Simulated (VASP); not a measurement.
Input of a VASP 6.6.1 run:

File INCAR:

```
PREC     = Accurate       # precision mode
ENCUT    = 520            # plane-wave cutoff, eV
EDIFF    = 1E-6           # SCF threshold, eV
ISMEAR   = 0              # smearing method
SIGMA    = 0.01           # smearing width, eV
LREAL    = Auto         
LASPH    = T              # aspherical terms in the spheres
NELM     = 80             # most SCF steps
ALGO     = Normal         # electronic algorithm
ISIF     = 2              # what is computed and relaxed
LWAVE    = F              # write WAVECAR
LCHARG   = F              # write CHGCAR
GGA      = PE             # functional
NELECT   = 424.0        
NBANDS   = 242            # bands
```

Contents of KPOINTS:

```
Automatic mesh
0
Gamma
  2 2 2
```

File POSCAR:

```
Zn24O23
1.0
   -3.2793907795     -5.6800714478      5.2932331742
    6.5587815588     -0.0000000001      5.2932331742
   -3.2793907794      5.6800714478      5.2932331742
Zn O
24 23
Direct
    0.6372918899      0.4706252232      0.3039585566
    0.4977686924      0.3313522813      0.6661285188
    0.8323436483      0.6704936975      0.0023961564
    0.4980189480      0.8327951855      0.1644353590
    0.8371603642      0.1690628231      0.4990103150
   -0.0005381479      0.3311020257      0.1646856146
    0.3357294898      0.6656769816      0.5038270308
    0.6671359919      0.0007864514      0.8381173078
    0.1714506411      0.5004693252      0.8341197848
    0.1674531181      0.0047839745      0.3338026586
   -0.0016795261      0.8316538073      0.6649871406
    0.3333727244      0.1667060577      0.0000393911
    0.4946133122      0.1635074159      0.3320095682
    0.3290049181      0.0033171543      0.6710771083
    0.6653429015      0.3279466455     -0.0031592508
    0.3301740825      0.4986762349      0.1612799788
    0.6393249089      0.8792739343      0.5096553753
    0.8350911062      0.0029094487      0.1678945284
    0.1695761153      0.3345611951      0.5017577728
    0.5012278617      0.6684244395      0.8362427820
    0.0044104416      0.1623382514      0.8366504876
    0.0459406010      0.6763220420      0.3059915756
    0.8429887086      0.4726582422      0.7126072676
    0.1699838210      0.8377437750     -0.0043284152
    0.6240670209      0.4602439954      0.7914223162
    0.9598413532      0.7955364198      0.1254373961
    0.6269106621      0.9580889829      0.2907336876
    0.9622030865      0.2921040627      0.6265080198
    0.1247556495      0.4574003543      0.2935773288
    0.4587707294      0.7931746865      0.6288697531
    0.7956261983      0.1264885586      0.9599699677
    0.2933033011      0.6289595316      0.9598218919
    0.2931552252      0.1266366344      0.4622928650
    0.1240372090      0.9573705423      0.7907038756
    0.4616301566      0.2949634899      0.1282968232
    0.6269156301      0.2903325111      0.4602957313
    0.4609622715      0.1259256407      0.7941698893
    0.7936290646      0.4602489634      0.1236658445
    0.4569991778      0.6269623979      0.2935822968
    0.7935225775      0.9611440971      0.6271636108
    0.9600956725      0.1273411481      0.2938888192
    0.2940078148      0.4605554858      0.6267623392
    0.6272221525      0.7934290059      0.9606744815
    0.1275032227      0.2942956048      0.9592589741
    0.1278107637      0.7938302775      0.4601892441
    0.9604969442      0.6268559108      0.7944774304
    0.2925923074      0.9608365560      0.1276289382
```

Potentials or basis: VASP PAW PBE potentials, release 64 (Zn, O).

The run is started by

```bash
$ cat potpaw_PBE.64/Zn/POTCAR potpaw_PBE.64/O/POTCAR > POTCAR
$ mpirun -np 1 vasp_std > vasp.out
```

Q: What does it give for the largest force?

A: 0.042 eV/Å.

Forces in eV/Å, atoms in the order of the input:
```
Zn   0.000  0.000  0.026
Zn   0.000 -0.006  0.004
Zn  -0.004 -0.006 -0.001
Zn  -0.005  0.003  0.004
Zn  -0.003  0.007 -0.001
Zn   0.005  0.003  0.004
Zn   0.007 -0.001 -0.001
Zn  -0.002 -0.006 -0.003
Zn   0.006  0.001 -0.003
Zn  -0.004  0.005 -0.003
Zn   0.000  0.000  0.001
Zn   0.000  0.000  0.011
Zn  -0.006 -0.006  0.013
Zn  -0.010 -0.009  0.001
Zn   0.008 -0.002  0.013
Zn  -0.002  0.008  0.013
Zn  -0.024 -0.015 -0.006
Zn  -0.001  0.003 -0.004
Zn   0.002 -0.001 -0.004
Zn  -0.002 -0.002 -0.004
Zn   0.013 -0.004  0.001
Zn  -0.001  0.029 -0.006
Zn   0.026 -0.013 -0.006
Zn  -0.003  0.013  0.001
O    0.021  0.028 -0.023
O    0.032 -0.011 -0.014
O    0.014 -0.032 -0.023
O   -0.025 -0.023 -0.014
O   -0.035  0.004 -0.023
O   -0.007  0.033 -0.014
O   -0.004 -0.008  0.000
O    0.009  0.001  0.000
O   -0.005  0.007  0.000
O    0.000  0.000 -0.018
O    0.000  0.000 -0.014
O   -0.032  0.017 -0.002
O   -0.004 -0.003 -0.001
O    0.002 -0.036 -0.002
O    0.030  0.020 -0.002
O   -0.009 -0.004  0.034
O   -0.004 -0.001 -0.001
O    0.001  0.004 -0.001
O    0.003 -0.003 -0.001
O    0.005 -0.002 -0.001
O    0.001  0.009  0.034
O    0.007 -0.006  0.034
O    0.000  0.005 -0.001
```

Caveat: the cell carries a net charge on a neutralising background, which shifts energy and pressure; the cell differs from its parent crystal (atoms taken out, then relaxed in part).
